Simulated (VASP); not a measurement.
# MnO (P-6m2) in VASP: notebook

MnO is run at these levels: PBE; tasks: single point.

Everything below comes from runs of VASP 6.6.1. Logs are shortened: lines on timing, memory, paths and dates and some standing lists are left out, and cuts for length are marked.

### 1 The cell of the first run

It takes space group P-6m2 (No. 187, hexagonal). The conventional cell has a = 2.969 Å, b = 2.969 Å, c = 2.898 Å, α = 90.00°, β = 90.00°, γ = 120.00°. Within 3.0 Å of Mn (site symmetry -6m2) lie 6 O at 2.24 Å and 8 Mn at 2.90 to 2.97 Å. O (site symmetry -6m2) has 6 Mn at 2.24 Å and 8 O at 2.90 to 2.97 Å within 3.0 Å.

### 2 Single point, PBE, collinear spin, ferromagnetic start

The input, INCAR:

```
PREC = Accurate ; ENCUT = 520
EDIFF = 1E-6 ; ISMEAR = -1
SIGMA = 0.05 ; LREAL = F
LASPH = T ; NELM = 150
ALGO = Normal ; ISIF = 2
LWAVE = F ; LCHARG = F
ISPIN = 2 ; MAGMOM = 4 0
LORBIT = 11 ; LMAXMIX = 4
GGA = PE ; NBANDS = 20
```

The input, KPOINTS:

```
regular mesh
0
Gamma
  10 10 9
```

The input, POSCAR:

```
MnO
1.0
    2.9694859100      0.0000000000      0.0000000000
   -1.4847429600      2.5716502300      0.0000000000
    0.0000000000      0.0000000000      2.8980711300
Mn O
1 1
Direct
    0.0000000000      0.0000000000      0.0000000000
    0.6666666667      0.3333333333      0.5000000000
```

Potentials or basis: VASP PAW PBE potentials, release 64 (Mn_pv, O).

On the command line:

```
> cat potpaw_PBE.64/Mn_pv/POTCAR potpaw_PBE.64/O/POTCAR > POTCAR
> mpirun -np 1 vasp_std > vasp.out
```

OUTCAR:

```text
PREC = Accurate
   ENCUT = 520
   EDIFF = 1E-6
   ISMEAR = -1
   LREAL = F
   LASPH = T
   NELM = 150
   ISIF = 2
   ISPIN = 2
   LORBIT = 11
   GGA = PE

 ion  position               nearest neighbor table
   1  0.000  0.000  0.000-   2 2.24   2 2.24   2 2.24   2 2.24   2 2.24   2 2.24
   2  0.667  0.333  0.500-   1 2.24   1 2.24   1 2.24   1 2.24   1 2.24   1 2.24

  LATTYP: Found a hexagonal cell.
 ALAT       =     2.9694859100
 C/A-ratio  =     0.9759504567

  Lattice vectors:

 A1 = (   2.9694859100,   0.0000000000,   0.0000000000)
 A2 = (  -1.4847429600,   2.5716502300,   0.0000000000)
 A3 = (   0.0000000000,   0.0000000000,   2.8980711300)

Analysis of symmetry for initial positions (statically):
=====================================================================
 Subroutine PRICEL returns:
 Original cell was already a primitive cell.

 Routine SETGRP: Setting up the symmetry group for a
 hexagonal supercell.

 Subroutine GETGRP returns: Found 12 space group operations
 (whereof 12 operations were pure point group operations)
 out of a pool of 24 trial point group operations.

The static configuration has the point symmetry D_3h.

Analysis of symmetry for dynamics (positions and initial velocities):
=====================================================================
 Subroutine PRICEL returns:
 Original cell was already a primitive cell.

 Routine SETGRP: Setting up the symmetry group for a
 hexagonal supercell.

 Subroutine GETGRP returns: Found 12 space group operations
 (whereof 12 operations were pure point group operations)
 out of a pool of 24 trial point group operations.

The dynamic configuration has the point symmetry D_3h.

Analysis of structural, dynamic, and magnetic symmetry:
=====================================================================
 Subroutine PRICEL returns:
 Original cell was already a primitive cell.

 Routine SETGRP: Setting up the symmetry group for a
 hexagonal supercell.

 Subroutine GETGRP returns: Found 12 space group operations
 (whereof 12 operations were pure point group operations)
 out of a pool of 24 trial point group operations.

The overall configuration has the point symmetry D_3h.

 Subroutine INISYM returns: Found 12 space group operations
 (whereof 12 operations are pure point group operations),
 and found     1 'primitive' translations

----------------------------------------------------------------------------------------

                                     Primitive cell

  volume of cell :      22.1311

  direct lattice vectors                    reciprocal lattice vectors
     2.969485910  0.000000000  0.000000000     0.336758628  0.194427685  0.000000000
    -1.484742960  2.571650230  0.000000000     0.000000000  0.388855369  0.000000000
     0.000000000  0.000000000  2.898071130     0.000000000  0.000000000  0.345057093

  length of vectors
     2.969485910  2.969485909  2.898071130     0.388855369  0.388855369  0.345057093

  position of ions in fractional coordinates (direct lattice)
     0.000000000  0.000000000  0.000000000
     0.666666667  0.333333333  0.500000000

  ion indices of the primitive-cell ions
   primitive index   ion index
                 1           1
                 2           2

----------------------------------------------------------------------------------------

 KPOINTS: regular mesh

Automatic generation of k-mesh.
 Grid dimensions read from file:
 generate k-points for:   10   10    9

 Generating k-lattice:

  Cartesian coordinates                     Fractional coordinates (reciprocal lattice)
     0.033675863  0.019442769  0.000000000     0.100000000  0.000000000  0.000000000
     0.000000000  0.038885537  0.000000000     0.000000000  0.100000000  0.000000000
     0.000000000  0.000000000  0.038339677     0.000000000  0.000000000  0.111111111

  Length of vectors
     0.038885537  0.038885537  0.038339677

  Shift w.r.t. Gamma in fractional coordinates (k-lattice)
     0.000000000  0.000000000  0.000000000

 Subroutine IBZKPT returns following result:
 ===========================================

 Found     70 irreducible k-points:

 Following reciprocal coordinates:
            Coordinates               Weight
  0.000000  0.000000  0.000000      1.000000
  0.100000  0.000000  0.000000      6.000000
  0.200000  0.000000  0.000000      6.000000
  0.300000  0.000000  0.000000      6.000000
  0.400000  0.000000  0.000000      6.000000
  0.500000  0.000000  0.000000      3.000000
[... 16 lines left out ...]
  0.300000  0.100000  0.111111     24.000000
  0.400000  0.100000  0.111111     24.000000
 [... further k-points ...]
   k-points           NKPTS =     70   k-points in BZ     NKDIM =     70   number of bands    NBANDS=     20
   number of dos      NEDOS =    301   number of ions     NIONS =      2
   total plane-waves  NPLWV =  13824
   dimension x,y,z NGX =    24 NGY =   24 NGZ =   24
   dimension x,y,z NGXF=    48 NGYF=   48 NGZF=   48
   ions per type =               1   1
   NGX,Y,Z   is equivalent  to a cutoff of  13.44, 13.44, 13.77 a.u.
   NGXF,Y,Z  is equivalent  to a cutoff of  26.87, 26.87, 27.53 a.u.
 SYSTEM =  unknown system
   PREC   = accura    normal or accurate (medium, high low for compatibility)
   ISTART =      0    job   : 0-new  1-cont  2-samecut
   ICHARG =      2    charge: 1-file 2-atom 10-const
   ISPIN  =      2    spin polarized calculation?
   LNONCOLLINEAR =      F non collinear calculations
   LSORBIT =      F    spin-orbit coupling
   LASPH  =      T    aspherical Exc in radial PAW
   ENCUT  =  520.0 eV  38.22 Ry    6.18 a.u.   5.52  5.52  5.39*2*pi/ulx,y,z
   NELM   =    150;   NELMIN=  2; NELMDL= -5     # of ELM steps
   EDIFF  = 0.1E-05   stopping-criterion for ELM
   LREAL  =      F    real-space projection
   EDIFFG = 0.1E-04   stopping-criterion for IOM
   NSW    =      0    number of steps for IOM
   IBRION =     -1    ionic relax: 0-MD 1-quasi-New 2-CG
   NFREE  =      0    steps in history (QN), initial steepest desc. (CG)
   ISIF   =      2    stress and relaxation
   ISYM   =      2    0-nonsym 1-usesym 2-fastsym
   POTIM  = 0.5000    time-step for ionic-motion
   TEBEG  =    0.0;   TEEND  =   0.0 temperature during run
   PSTRESS=    0.0 pullay stress
   NELECT =      19.0000    total number of electrons
   NUPDOWN=      -1.0000    fix difference up-down
   EMIN   =  10.00;   EMAX   =-10.00  energy-range for DOS
   EFERMI =   0.00;   METHOD = LEGACY
   ISMEAR =    -1;   SIGMA  =   0.05  broadening in eV -4-tet -1-fermi 0-gaus
   EFERMI_NEDOS =   21; number of points for ismear=-14 and -15
   IALGO  =     38    algorithm
   IMIX   =      4    mixing-type and parameters
     AMIX     =   0.40;   BMIX     =  1.00
     AMIX_MAG =   1.60;   BMIX_MAG =  1.00
  volume/ion in A,a.u.               =      11.07        74.67
  Fermi-wavevector in a.u.,A,eV,Ry     =   1.555937  2.940294 32.938881  2.420939
  Thomas-Fermi vector in A             =   2.659805
   LORBIT       =     11    0 simple, 1 ext, 2 COOP (PROOUT), +10 PAW based schemes
   GGA     = PE    functional components
   LHFCALC =     F    Hartree Fock is set to
   AEXX    =    0.0000 exact exchange contribution
   IVDW    =     0    specifies the selected vdW correction
   LEPSILON=     F    determine dielectric tensor
   LRPA    =     F    only Hartree local field effects (RPA)
 spin polarized calculation
  energy-cutoff  :      520.00
  volume of cell :       22.13
 maximum number of plane-waves:       617
 NGX is ok and might be reduce to    24
   NGX = 11   NGY = 11   NGZ = 11

 number of electron      18.9999986 magnetization       4.7539654

 Free energy of the ion-electron system (eV)
  ---------------------------------------------------
  ext. energy  EPLUGINS =         0.00000000
  ---------------------------------------------------
  free energy    TOTEN  =       -15.98126930 eV

  energy without entropy =      -15.97214234  energy(sigma->0) =      -15.97670582

 E-fermi :   7.0439     XC(G=0): -11.8256

 val. band max:        7.0415537462   @ k =   0.3000   0.1000   0.4444
 cond. band min:       7.0450419605   @ k =   0.2000   0.2000   0.4444
 fundamental gap:      0.0034882143
 Fermi energy:         7.0438873186

 spin component 1

 k-point     1 :       0.0000    0.0000    0.0000
  band No.  band energies     occupation
      1     -43.2608      1.00000
      2     -43.2608      1.00000
      3     -43.0785      1.00000
      4     -12.6803      1.00000
      5       2.4065      1.00000
      6       2.4065      1.00000
[... 12 lines left out ...]
     19      30.6608      0.00000
     20      30.6608      0.00000

 k-point     2 :       0.1000    0.0000    0.0000
  band No.  band energies     occupation
      1     -43.2694      1.00000
      2     -43.2629      1.00000
      3     -43.0775      1.00000
      4     -12.5985      1.00000
      5       2.0409      1.00000
      6       2.4782      1.00000
[... 498 lines left out ...]
 k-point    24 :       0.4000    0.1000    0.1111
  band No.  band energies     occupation
      1     -43.3448      1.00000
      2     -43.2867      1.00000
      3     -43.0771      1.00000
      4     -11.7067      1.00000
      5      -0.1468      1.00000
      6       1.9377      1.00000
[... 12 lines left out ...]
     19      29.5217      0.00000
     20      32.1000      0.00000

 [... further k-points ...]

 spin component 2

 k-point     1 :       0.0000    0.0000    0.0000
  band No.  band energies     occupation
      1     -38.6368      1.00000
      2     -38.6367      1.00000
      3     -38.5220      1.00000
      4     -12.2534      1.00000
      5       3.8026      1.00000
      6       3.8026      1.00000
[... 12 lines left out ...]
     19      32.3780      0.00000
     20      32.3780      0.00000

 k-point     2 :       0.1000    0.0000    0.0000
  band No.  band energies     occupation
      1     -38.6472      1.00000
      2     -38.6392      1.00000
      3     -38.5207      1.00000
      4     -12.1734      1.00000
      5       3.3082      1.00000
      6       3.7913      1.00000
[... 498 lines left out ...]
 k-point    24 :       0.4000    0.1000    0.1111
  band No.  band energies     occupation
      1     -38.7381      1.00000
      2     -38.6675      1.00000
      3     -38.5197      1.00000
      4     -11.3019      1.00000
      5       0.6869      1.00000
      6       3.1175      1.00000
[... 12 lines left out ...]
     19      30.8412      0.00000
     20      33.1340      0.00000

 [... further k-points ...]
[... 5 lines left out ...]
  --------------------------------------------------------------------------------------
  -------------------------------------------------------------------------------------
  Total        0.5945550      0.5945550     -1.6569403     -0.0000000      0.0000000     -0.0000000
  in kB       43.0427875     43.0427874   -119.9541381     -0.0000001      0.0000000     -0.0000000
  external PRESSURE =     -11.2895211 kB  Pullay stress =       0.0000000 kB

 VOLUME and BASIS-vectors are now :
 -----------------------------------------------------------------------------
  energy-cutoff  :      520.00
  volume of cell :       22.13
      direct lattice vectors                 reciprocal lattice vectors
     2.969485910  0.000000000  0.000000000     0.336758628  0.194427685  0.000000000
    -1.484742960  2.571650230  0.000000000     0.000000000  0.388855369  0.000000000
     0.000000000  0.000000000  2.898071130     0.000000000  0.000000000  0.345057093

 POSITION                                       TOTAL-FORCE (eV/Angst)
 -----------------------------------------------------------------------------------
      0.00000      0.00000      0.00000        -0.000000     -0.000000      0.000000
      1.48474      0.85722      1.44904         0.000000      0.000000      0.000000
 -----------------------------------------------------------------------------------
    total drift:                               -0.000000      0.000000      0.000000

  FREE ENERGIE OF THE ION-ELECTRON SYSTEM (eV)
  ---------------------------------------------------
  free  energy   TOTEN  =       -15.9812693000 eV

  energy  without entropy=      -15.9721423414  energy(sigma->0) =      -15.97670582

 total charge

# of ion       s       p       d       tot
------------------------------------------
    1        0.209   6.183   4.960  11.352
    2        1.563   3.397   0.000   4.960
--------------------------------------------------
tot          1.772   9.580   4.960  16.312

 magnetization (x)

# of ion       s       p       d       tot
------------------------------------------
    1        0.031   0.038   4.215   4.284
    2        0.026   0.173   0.000   0.199
--------------------------------------------------
tot          0.057   0.211   4.215   4.483
```

It took 28 s on 1 thread of Intel Xeon Platinum 8488C (Sapphire Rapids), shared host; peak memory 0.17 GiB.

Results:

```yaml
Free_energy: -15.9813 eV
Pressure: -1.1 GPa
Net_moment: 4.75 μB per cell
Site_moments: Mn +4.28; O +0.20 μB
Valence_electrons_inside_the_program's_atomic_spheres: Mn 11.35; O 4.96
```

Stress tensor (GPa, compression positive):
```
  4.30   0.00   0.00
  0.00   4.30   0.00
  0.00   0.00 -12.00
```

Caveat: a cell with one magnetic atom can't hold antiferromagnetic order, which such compounds often take; semilocal functionals often make such compounds metallic where correlation or magnetic order opens a gap, which also shifts bond lengths. With open d or f shells a metallic result of PBE can be an artefact of self-interaction; +U or a hybrid may open a gap.

(Continued in part 2 of 2.)
